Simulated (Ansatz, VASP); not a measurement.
## Ge: VASP beside Ansatz

INCAR

```
  ALGO = Normal
  EDIFF = 1E-7
  ENCUT = 520
  GGA = PE
  ISIF = 2
  ISMEAR = -1
  LASPH = True
  LCHARG = False
  LREAL = False
  LWAVE = False
  NBANDS = 36
  NELM = 60
  PREC = Accurate
  SIGMA = 0.05
```

File KPOINTS:

```
k-points
0
Gamma
  11 11 6
```

The input POSCAR:

```
Ge
1.0
    3.9975858431      0.0000000000      0.0000000000
   -1.9987929216      3.4620108940      0.0000000000
    0.0000000000      0.0000000000      6.5333841705
Ge
4
Direct
    0.6666666667      0.3333333333      0.0629012500
    0.3333333333      0.6666666667      0.5629012500
    0.6666666667      0.3333333333      0.4370987500
    0.3333333333      0.6666666667      0.9370987500
```

Input for Ansatz:

```yaml
crystal:
  lattice:
    - [3.9975858431, 0.0, 0.0]
    - [-1.9987929216, 3.462010894, 0.0]
    - [0.0, 0.0, 6.5333841705]
  atoms:
    - { symbol: Ge, position: [0.6666666667, 0.3333333333, 0.06290125] }
    - { symbol: Ge, position: [0.3333333333, 0.6666666667, 0.56290125] }
    - { symbol: Ge, position: [0.6666666667, 0.3333333333, 0.43709875] }
    - { symbol: Ge, position: [0.3333333333, 0.6666666667, 0.93709875] }
kpoints:
  mp_grid: { grid: [11, 11, 6] }
  band_path:
    path:
      - [0.0, 0.0, 0.0]
      - [0.5, 0.0, 0.0]
      - [0.3333333333, 0.3333333333, 0.0]
      - [0.0, 0.0, 0.0]
      - [0.0, 0.0, 0.5]
      - [0.5, 0.0, 0.5]
      - [0.3333333333, 0.3333333333, 0.5]
      - [0.0, 0.0, 0.5]
      - [0.5, 0.0, 0.5]
    npoints: 5
scf:
  occupations: { method: fermi_dirac, width: 0.05 }
hamiltonian:
  xc: pbe
  pseudopotentials: { kind: all_electron, lapw: { basis_error: 0.001 } }
output:
  forces: true
  stress: true
  eigenvalues: true
```

Change from the starting cell: zz strain of -1 %.

Alike in both runs: task single point; functional PBE; k mesh 11 × 11 × 6; occupations fermi-dirac, width 0.05 eV; no spin polarisation.

```csv
,VASP,Ansatz
version,VASP 6.6.1,Ansatz 0.2.0
potentials or method,"VASP PAW PBE potentials, release 64 (Ge_d), cutoff 520 eV","all-electron LAPW, scalar-relativistic"
```

|  | VASP | Ansatz | Ansatz less VASP |
| --- | --- | --- | --- |
| pressure (GPa) | 3.6 | 3.7 | +0.06 |
| traceless stress, the component that is largest in VASP (GPa) | 1.20 | 1.19 | -0.005 |
| rms of the force components (eV/Å) | 0.056 | 0.056 | -0.0004 |

Atom by atom the forces differ by 0.000 eV/Å (rms over components). Ansatz ran all-electron here, and VASP with PAW potentials.
